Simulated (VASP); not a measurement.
**Fe3Ge: single point with LDA**

Fe3Ge:

```
CELL_PARAMETERS angstrom
4.06669 0.00000 0.00000
2.03335 3.52186 0.00000
2.03335 1.17395 3.32044
ATOMIC_POSITIONS crystal
Fe 0.50000 0.50000 0.50000
Fe 0.25000 0.25000 0.25000
Fe 0.75000 0.75000 0.75000
Ge 0.00000 0.00000 0.00000
```

```
Program                : VASP 6.6.1
Task                   : single point
Functional             : LDA
Potentials or basis    : VASP PAW LDA potentials, release 64 (Fe, Ge_d)
Cutoff                 : 520 eV
k mesh                 : 7 × 7 × 7
Occupations            : fermi-dirac, width 0.1 eV
Spin                   : collinear spin, ferromagnetic start
Starting moments       : [3.5, 3.5, 3.5, 0.0] μB
Dipole correction      : no
Further INCAR settings : ALGO = Normal; EDIFF = 1e-06; NBANDS = 31
```

```
Pressure                                              : -18.8 GPa
Net moment                                            : 5.14 μB per cell
Site moments                                          : Fe +2.49, +1.33; Ge -0.05 μB
Valence electrons inside the program's atomic spheres : Fe 7.20, 7.35; Ge 12.49
```

Levels at points of the mesh, in eV from the Fermi level:
Spin up:
```tsv
k point	band 18	band 19	band 20	band 21	band 22	band 23	band 24	band 25
(0.00, 0.00, 0.00)	-0.60	-0.60	-0.30	-0.30	2.04	3.91	3.91	3.91
```
Spin down:
```csv
k point,band 12,band 13,band 14,band 15,band 16,band 17,band 18,band 19,band 20,band 21
"(0.00, 0.00, 0.00)",-1.49,-1.49,-1.49,0.57,0.57,0.57,1.08,1.08,1.11,1.11
```

Wall time 43 s on 1 thread of AMD EPYC 9R45 96-Core Processor (Zen 5), with other jobs on the host, peak memory 0.15 GiB.
